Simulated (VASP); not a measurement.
# W in VASP: notebook, part 2 of 2

VASP 6.6.1. Earlier steps stand in the parts before.

**5. Single point, HSE06**

This run uses another cell than the first one, of the same volume but with other edges.

POSCAR

```
W
1.0
   -1.5823450000      1.5823450000      1.5823450000
    1.5823450000     -1.5823450000      1.5823450000
    1.5823450000      1.5823450000     -1.5823450000
W
1
Direct
    0.0000000000      0.0000000000      0.0000000000
```

INCAR.step1

```
SYSTEM = W
  PREC = Accurate
  ENCUT = 400
  EDIFF = 1E-5
  ISMEAR = -1
  SIGMA = 0.05
  LREAL = .FALSE.
  LASPH = .TRUE.
  NELM = 120
  ALGO = Normal
  ISIF = 2
  LWAVE = .TRUE.
  LCHARG = .FALSE.
  NBANDS = 13
  GGA = PE
  GGA_COMPAT = .FALSE.
```

INCAR.step2

```
SYSTEM = W
  PREC = Accurate
  ENCUT = 400
  EDIFF = 1E-6
  ISMEAR = -1
  SIGMA = 0.05
  LREAL = .FALSE.
  LASPH = .TRUE.
  NELM = 120
  ALGO = Normal
  ISIF = 2
  LWAVE = .FALSE.
  LCHARG = .FALSE.
  GGA = PE
  LHFCALC = .TRUE.
  HFSCREEN = 0.2079
  PRECFOCK = Normal
  NBANDS = 13
  ISTART = 1
  GGA_COMPAT = .FALSE.
```

KPOINTS

```
regular mesh
0
G
  6 6 6
  0 0 0
```

Potentials or basis: VASP PAW PBE potentials, release 64 (W_sv).

Run with:

```
$ cat potpaw_PBE.64/W_sv/POTCAR > POTCAR
$ cp INCAR.step1 INCAR
$ mpirun -np 1 vasp_std > vasp.out
$ cp INCAR.step2 INCAR
$ mpirun -np 1 vasp_std > vasp.out
```

OUTCAR:

```text
SYSTEM = W
   PREC = Accurate
   ENCUT = 400
   EDIFF = 1E-6
   ISMEAR = -1
   LREAL = .FALSE.
   LASPH = .TRUE.
   NELM = 120
   ISIF = 2
   GGA = PE
   LHFCALC = .TRUE.
   HFSCREEN = 0.2079
   PRECFOCK = Normal
   ISTART = 1

 ion  position               nearest neighbor table
   1  0.000  0.000  0.000-

  LATTYP: Found a body centered cubic cell.
 ALAT       =     3.1646900000
[... 434 lines left out ...]
      8      17.1763      0.00000
      9      17.1763      0.00000
     10      20.2167      0.00000
     11      20.2167      0.00000
     12      20.2168      0.00000
     13      28.7991      0.00000

------------------------ aborting loop because EDIFF is reached ----------------------------------------

  FORCE on cell =-STRESS in cart. coord.  units (eV):
  Direction    XX          YY          ZZ          XY          YZ          ZX
  --------------------------------------------------------------------------------------
  -------------------------------------------------------------------------------------
  Total       -0.3791743     -0.3791743     -0.3791743     -0.0000000      0.0000000      0.0000000
  in kB      -38.3341645    -38.3341645    -38.3341645     -0.0000000      0.0000000      0.0000000
  external PRESSURE =     -38.3341645 kB  Pullay stress =       0.0000000 kB

 VOLUME and BASIS-vectors are now :
 -----------------------------------------------------------------------------
  energy-cutoff  :      400.00
  volume of cell :       15.85
      direct lattice vectors                 reciprocal lattice vectors
    -1.582345000  1.582345000  1.582345000     0.000000000  0.315986716  0.315986716
     1.582345000 -1.582345000  1.582345000     0.315986716  0.000000000  0.315986716
     1.582345000  1.582345000 -1.582345000     0.315986716  0.315986716  0.000000000

 POSITION                                       TOTAL-FORCE (eV/Angst)
 -----------------------------------------------------------------------------------
      0.00000      0.00000      0.00000        -0.000000      0.000000     -0.000000
 -----------------------------------------------------------------------------------
    total drift:                                0.000000     -0.000000     -0.000000

  FREE ENERGIE OF THE ION-ELECTRON SYSTEM (eV)
  ---------------------------------------------------
  free  energy   TOTEN  =       -15.0676985786 eV

  energy  without entropy=      -15.0669426865  energy(sigma->0) =      -15.06732063
```

Run time: 4.6 min. Hardware: 1 thread of Intel Xeon Platinum 8375C at 2.90GHz (Ice Lake), shared host; peak memory 0.22 GiB.

Results:

* Free energy: -15.0677 eV
* Pressure: -3.8 GPa
* Band gap on the k mesh: zero (band 7 reaches 17.18 eV, above the bottom of band 8 at 9.74 eV)

Levels at points of the mesh, in eV from the Fermi level:
| k point | band 4 | band 5 | band 6 | band 7 | band 8 | band 9 | band 10 | band 11 |
| --- | --- | --- | --- | --- | --- | --- | --- | --- |
| (0.00, 0.00, 0.00) | -40.47 | -11.09 | -1.74 | -1.74 | -1.74 | 2.85 | 2.85 | 15.25 |
| (0.50, 0.00, 0.00) | -40.46 | -7.35 | -4.38 | 0.19 | 2.70 | 3.77 | 6.73 | 12.00 |
| (0.50, 0.50, 0.50) | -41.48 | -6.73 | -6.73 | 5.70 | 5.70 | 5.70 | 8.74 | 8.74 |

Caveat: the k points lie up to 0.47 Å⁻¹ apart; the PAW data sets were made with another functional, which shifts forces and pressure a little; spin-orbit coupling is left out, which moves the levels of the heavy elements.

**6. Single point, PBE0**

This run uses another cell than the first one, of the same volume but with other edges.

POSCAR is that of step 5.

INCAR.step1

```
SYSTEM = W
PREC = Accurate
ENCUT = 520
EDIFF = 1E-5
ISMEAR = -1
SIGMA = 0.05
LREAL = .FALSE.
LASPH = .TRUE.
NELM = 100
ALGO = Normal
ISIF = 2
LWAVE = .TRUE.
LCHARG = .FALSE.
NBANDS = 13
GGA = PE
```

INCAR.step2

```
SYSTEM = W
PREC = Accurate
ENCUT = 520
EDIFF = 1E-6
ISMEAR = -1
SIGMA = 0.05
LREAL = .FALSE.
LASPH = .TRUE.
NELM = 100
ALGO = Normal
ISIF = 2
LWAVE = .FALSE.
LCHARG = .FALSE.
GGA = PE
LHFCALC = .TRUE.
AEXX = 0.25
PRECFOCK = Normal
NBANDS = 13
ISTART = 1
```

KPOINTS

```
Automatic mesh
0
G
  8 8 8
  0 0 0
```

Potentials or basis: VASP PAW PBE potentials, release 64 (W_sv).

Run with:

```
$ cat potpaw_PBE.64/W_sv/POTCAR > POTCAR
$ cp INCAR.step1 INCAR
$ mpirun -np 1 vasp_std > vasp.out
$ cp INCAR.step2 INCAR
$ mpirun -np 1 vasp_std > vasp.out
```

Run time: 34 min. Hardware: 1 thread of AMD EPYC 9R14 (Zen 4), shared host; peak memory 0.12 GiB.

Results (log left out):

| Property | Result |
| --- | --- |
| Free energy | -16.2277 eV |
| Pressure | -0.8 GPa |
| Band gap on the k mesh | zero (band 7 reaches 17.51 eV, above the bottom of band 8 at 9.44 eV) |

Levels at points of the mesh, in eV from the Fermi level:
| k point | band 4 | band 5 | band 6 | band 7 | band 8 | band 9 | band 10 | band 11 |
| --- | --- | --- | --- | --- | --- | --- | --- | --- |
| (0.00, 0.00, 0.00) | -40.55 | -11.18 | -1.67 | -1.67 | -1.67 | 3.66 | 3.66 | 16.00 |
| (0.50, 0.00, 0.00) | -40.55 | -7.42 | -4.44 | 0.63 | 3.48 | 4.51 | 7.48 | 12.75 |
| (0.50, 0.50, 0.50) | -41.56 | -6.78 | -6.78 | 6.40 | 6.40 | 6.40 | 9.46 | 9.46 |

Caveat: the PAW data sets were made with another functional, which shifts forces and pressure a little; spin-orbit coupling is left out, which moves the levels of the heavy elements.

**7. The runs side by side**

| level | cell | k mesh | cutoff (eV) | grid for exact exchange (PRECFOCK) | screening parameter | share of exact exchange | gap on the mesh (eV) | pressure (GPa) |
| --- | --- | --- | --- | --- | --- | --- | --- | --- |
| PBE | a = 2.767, b = 2.716, c = 2.686 Å, angles 109.5, 109.1, 108.1°, 1 atom | 19 × 19 × 19 | 520 | - | - | - | none | 6.7 |
| HSE06 | a = 2.731 Å, angles 109.5°, 1 atom | 6 × 6 × 6 | 400 | Normal | 0.2079 1/Å | - | none | -0.4 |
| PBE-based screened hybrid | a = 2.741 Å, angles 109.5°, 1 atom | 6 × 6 × 6 | 400 | Normal | 0.3 1/Å | 0.25 | none | -3.3 |
| HSE06 | a = 2.741 Å, angles 109.5°, 1 atom | 6 × 6 × 6 | 400 | Normal | 0.2079 1/Å | - | none | -3.8 |
| PBE0 | a = 2.741 Å, angles 109.5°, 1 atom | 8 × 8 × 8 | 520 | Normal | - | - | none | -0.8 |

Alike in all rows: task single point; potentials or basis VASP PAW PBE potentials, release 64 (W_sv); no spin polarisation; smearing fermi-dirac 0.05 eV.

Caveats: some runs use coarse meshes; spin-orbit coupling is left out, which moves the levels of the heavy elements; the PAW data sets were made with another functional, which shifts forces and pressure a little (some runs).

Absolute energies hang on the potentials; compare differences alone.
